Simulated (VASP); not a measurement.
# Al2Cu (Immm) in VASP: further runs, part 2 of 2

VASP 6.6.1. The steps go on from the part before.

## (3) Single point, r2SCAN (uniaxial strain along a: -6.0 %, then relaxed in part)

File POSCAR:

```
Al2Cu
1.0
    2.6950490918      2.6950490918      0.0000000000
   -2.9014702674      2.9014702674      0.0000000000
    0.0000000000      0.0000000000      5.9151957016
Al Cu
4 2
Direct
    0.5000000000      0.0000000000      0.2382596693
    0.0000000000      0.5000000000      0.2617403307
    0.0000000000      0.5000000000      0.7382596693
    0.5000000000      0.0000000000      0.7617403307
    0.0000000000      0.0000000000      0.5000000000
    0.5000000000      0.5000000000      0.0000000000
```

File INCAR.step1:

```
PREC     = Accurate       # precision mode
ENCUT    = 520            # plane-wave cutoff, eV
ISMEAR   = 0              # smearing method
SIGMA    = 0.1            # smearing width, eV
LREAL    = False          # projectors in reciprocal space
LASPH    = True           # aspherical terms in the spheres
NELM     = 60             # most SCF steps
NBANDS   = 26             # bands
GGA      = PE             # functional
ALGO     = Normal         # electronic algorithm
EDIFF    = 1E-4           # SCF threshold, eV
LWAVE    = True           # write WAVECAR
LCHARG   = False          # write CHGCAR
```

File INCAR.step2:

```
PREC     = Accurate       # precision mode
ENCUT    = 520            # plane-wave cutoff, eV
EDIFF    = 1E-6           # SCF threshold, eV
ISMEAR   = 0              # smearing method
SIGMA    = 0.1            # smearing width, eV
LREAL    = False          # projectors in reciprocal space
LASPH    = True           # aspherical terms in the spheres
NELM     = 60             # most SCF steps
ALGO     = Normal         # electronic algorithm
ISIF     = 2              # what is computed and relaxed
LWAVE    = False          # write WAVECAR
LCHARG   = True           # write CHGCAR
METAGGA  = R2SCAN         # meta-GGA
LMIXTAU  = True         
LELF     = True           # ELF
LVHAR    = True         
NBANDS   = 26             # bands
ISTART   = 1
```

File KPOINTS:

```
regular mesh
0
Gamma
  10 10 6
```

Potentials or basis: VASP PAW PBE potentials, release 64 (Al, Cu).

Command:

```
$ cat potpaw_PBE.64/Al/POTCAR potpaw_PBE.64/Cu/POTCAR > POTCAR
$ cp INCAR.step1 INCAR
$ mpirun -np 1 vasp_std > vasp.out
$ cp INCAR.step2 INCAR
$ mpirun -np 1 vasp_std > vasp.out
```

OUTCAR:

```text
PREC = Accurate
   ENCUT = 520
   EDIFF = 1E-6
   ISMEAR = 0
   LREAL = False
   LASPH = True
   NELM = 60
   ISIF = 2
   METAGGA = R2SCAN
   ISTART = 1

 ion  position               nearest neighbor table
   1  0.500  0.000  0.238-   5 2.46   5 2.46   6 2.49   6 2.49   2 2.80   2 2.80   2 2.80   2 2.80
                             4 2.82   4 3.10
   2  0.000  0.500  0.262-   6 2.46   6 2.46   5 2.49   5 2.49   1 2.80   1 2.80   1 2.80   1 2.80
                             3 2.82   3 3.10
   3  0.000  0.500  0.738-   6 2.46   6 2.46   5 2.49   5 2.49   4 2.80   4 2.80   4 2.80   4 2.80
                             2 2.82   2 3.10
   4  0.500  0.000  0.762-   5 2.46   5 2.46   6 2.49   6 2.49   3 2.80   3 2.80   3 2.80   3 2.80
                             1 2.82   1 3.10
   5  0.000  0.000  0.500-   1 2.46   4 2.46   1 2.46   4 2.46   2 2.49   3 2.49   3 2.49   2 2.49

   6  0.500  0.500  0.000-   2 2.46   3 2.46   2 2.46   3 2.46   1 2.49   4 2.49   1 2.49   4 2.49

  LATTYP: Found a simple orthorhombic cell.
 ALAT       =     3.8113749769
 B/A-ratio  =     1.0765927330
 C/A-ratio  =     1.5519847135

  Lattice vectors:

 A1 = (   2.6950490918,   2.6950490918,   0.0000000000)
 A2 = (  -2.9014702674,   2.9014702674,   0.0000000000)
 A3 = (   0.0000000000,   0.0000000000,   5.9151957016)

Analysis of symmetry for initial positions (statically):
=====================================================================
 Subroutine PRICEL returns following result:

  LATTYP: Found a body centered orthorhombic cell.
 ALAT       =     3.8113749769
 B/A-ratio  =     1.0765927330
 C/A-ratio  =     1.5519847135

  Lattice vectors:

 A1 = (   0.1032105878,  -2.7982596796,  -2.9575978508)
 A2 = (  -0.1032105878,   2.7982596796,  -2.9575978508)
 A3 = (   2.7982596796,  -0.1032105878,   2.9575978508)

   2 primitive cells build up your supercell.

 Routine SETGRP: Setting up the symmetry group for a
 simple orthorhombic supercell.

 Subroutine GETGRP returns: Found  8 space group operations
 (whereof  8 operations were pure point group operations)
[... 153 lines left out ...]
  Thomas-Fermi vector in A             =   2.309088
   LORBIT       =      0    0 simple, 1 ext, 2 COOP (PROOUT), +10 PAW based schemes
   METAGGA = R2SCAN    functional components
   LHFCALC =     F    Hartree Fock is set to
   AEXX    =    0.0000 exact exchange contribution
   IVDW    =     0    specifies the selected vdW correction
   LEPSILON=     F    determine dielectric tensor
   LRPA    =     F    only Hartree local field effects (RPA)
 non-spin polarized calculation
 Gauss-broadening in eV      SIGMA  =   0.10
  energy-cutoff  :      520.00
  volume of cell :       92.51
 maximum number of plane-waves:      2516
   NGX = 15   NGY = 15   NGZ = 21

 number of electron      33.9999989 magnetization

 Free energy of the ion-electron system (eV)
  ---------------------------------------------------
  ext. energy  EPLUGINS =         0.00000000
  ---------------------------------------------------
  free energy    TOTEN  =       -49.68423800 eV

  energy without entropy =      -49.67713123  energy(sigma->0) =      -49.68068462

 E-fermi :   7.2854     XC(G=0): -11.3145

 val. band max:        7.2662438551   @ k =   0.2000   0.1000   0.5000
 cond. band min:       7.2982418495   @ k =   0.0000   0.1000   0.1667
 fundamental gap:      0.0319979944
 Fermi energy:         7.2854061241

 k-point     1 :       0.0000    0.0000    0.0000
  band No.  band energies     occupation
      1      -3.6790      2.00000
      2       0.2818      2.00000
      3       0.8987      2.00000
      4       1.9935      2.00000
      5       2.3558      2.00000
      6       2.4678      2.00000
[... 685 lines left out ...]
     25      16.6028      0.00000
     26      16.6028      0.00000

 [... further k-points ...]

------------------------ aborting loop because EDIFF is reached ----------------------------------------

  FORCE on cell =-STRESS in cart. coord.  units (eV):
  Direction    XX          YY          ZZ          XY          YZ          ZX
  --------------------------------------------------------------------------------------
  -------------------------------------------------------------------------------------
  Total        1.8181774      1.8181774     -0.0572386      1.8725702      0.0000000      0.0000000
  in kB       31.4892936     31.4892936     -0.9913246     32.4313317      0.0000000      0.0000000
  external PRESSURE =      20.6624208 kB  Pullay stress =       0.0000000 kB

 VOLUME and BASIS-vectors are now :
 -----------------------------------------------------------------------------
  energy-cutoff  :      520.00
  volume of cell :       92.51
      direct lattice vectors                 reciprocal lattice vectors
     2.695049092  2.695049092  0.000000000     0.185525377  0.185525377  0.000000000
    -2.901470267  2.901470267  0.000000000    -0.172326426  0.172326426  0.000000000
     0.000000000  0.000000000  5.915195702     0.000000000  0.000000000  0.169056114

 POSITION                                       TOTAL-FORCE (eV/Angst)
 -----------------------------------------------------------------------------------
      1.34752      1.34752      1.40935         0.000000     -0.000000      0.000592
     -1.45074      1.45074      1.54825         0.000000     -0.000000     -0.000592
     -1.45074      1.45074      4.36695         0.000000     -0.000000      0.000592
      1.34752      1.34752      4.50584         0.000000     -0.000000     -0.000592
      0.00000      0.00000      2.95760         0.000000     -0.000000     -0.000000
     -0.10321      2.79826      0.00000        -0.000000      0.000000     -0.000000
 -----------------------------------------------------------------------------------
    total drift:                               -0.000000      0.000000      0.000000

  FREE ENERGIE OF THE ION-ELECTRON SYSTEM (eV)
  ---------------------------------------------------
  free  energy   TOTEN  =       -49.6842380036 eV

  energy  without entropy=      -49.6771312340  energy(sigma->0) =      -49.68068462
```

Wall time 13 min (1 thread of AMD EPYC 9R45 (Zen 5), shared host); peak memory 0.38 GiB.

Results:

* Free energy: -49.6842 eV
* Pressure: 2.1 GPa
* Band gap on the k mesh: zero (bands 17 and 18 overlap by 5.12 eV)

Levels at points of the mesh, in eV from the Fermi level:
| k point | band 14 | band 15 | band 16 | band 17 | band 18 | band 19 | band 20 | band 21 |
| --- | --- | --- | --- | --- | --- | --- | --- | --- |
| (0.00, 0.00, 0.00) | -2.54 | -1.25 | 0.65 | 2.41 | 2.43 | 2.48 | 2.53 | 3.39 |
| (0.50, 0.00, 0.00) | -2.99 | -2.94 | -2.94 | 0.20 | 0.20 | 2.53 | 2.53 | 4.22 |
| (0.00, 0.50, 0.00) | -3.35 | -3.14 | -3.14 | 1.15 | 1.15 | 3.83 | 3.83 | 5.10 |
| (0.50, 0.50, 0.00) | -3.86 | -2.52 | -2.52 | -2.11 | -2.11 | 0.40 | 0.40 | 1.60 |
| (0.00, 0.00, 0.50) | -1.09 | -1.01 | -1.01 | 0.17 | 0.17 | 1.40 | 1.40 | 3.21 |
| (0.50, 0.00, 0.50) | -4.04 | 0.37 | 0.37 | 0.47 | 0.47 | 2.60 | 2.60 | 3.01 |
| (0.00, 0.50, 0.50) | -4.18 | 0.07 | 0.07 | 1.45 | 1.45 | 2.87 | 2.87 | 3.62 |
| (0.50, 0.50, 0.50) | -3.85 | -3.70 | -3.70 | -2.71 | -2.71 | 3.88 | 3.88 | 4.40 |

Caveat: the cell differs from its parent crystal (uniaxial strain along a: -6.0 %, then relaxed in part); the PAW data sets were made with another functional, which shifts forces and pressure a little.
